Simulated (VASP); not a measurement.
The system is AlNi.

```
CELL_PARAMETERS angstrom
2.88100 0.00000 0.00000
0.00000 2.88100 0.00000
0.00000 0.00000 2.88100
ATOMIC_POSITIONS crystal
Al 0.00000 0.00000 0.00000
Ni 0.50000 0.50000 0.50000
```

| Quantity | Value |
| --- | --- |
| Program | VASP 6.6.1 |
| Task | relaxation of cell and atoms |
| Functional | LDA |
| Potentials or basis | VASP PAW LDA potentials, release 64 (Al, Ni) |
| Cutoff | 600 eV |
| k mesh | 8 × 8 × 8 |
| Occupations | gaussian, width 0.1 eV |
| Spin | no spin polarisation |

At the start: pressure -8.0 GPa; volume 11.96 Å³/atom.

Task: Where does the relaxation end?

Result: Over 3 steps the energy falls by 15.0 meV/atom and the volume is 11.39 Å³/atom (-4.7 %); space group Pm-3m (No. 221, to 0.05 Å).

Step by step:
| step | energy change (eV) | largest force (eV/Å) | pressure (GPa) | volume (Å³) |
| --- | --- | --- | --- | --- |
| 1 | 0.0000 | 0.0000 | -7.96 | 23.91 |
| 2 | -0.0097 | 0.0000 | 7.69 | 21.91 |
| 3 | -0.0300 | 0.0000 | -0.06 | 22.78 |

Final structure:
```yaml
crystal:
  lattice:
    - [2.83477, 0.00000, 0.00000]
    - [0.00000, 2.83477, 0.00000]
    - [0.00000, 0.00000, 2.83477]
  atoms:
    - { symbol: Al, position: [0.00000, 0.00000, 0.00000] }
    - { symbol: Ni, position: [0.50000, 0.50000, 0.50000] }
```
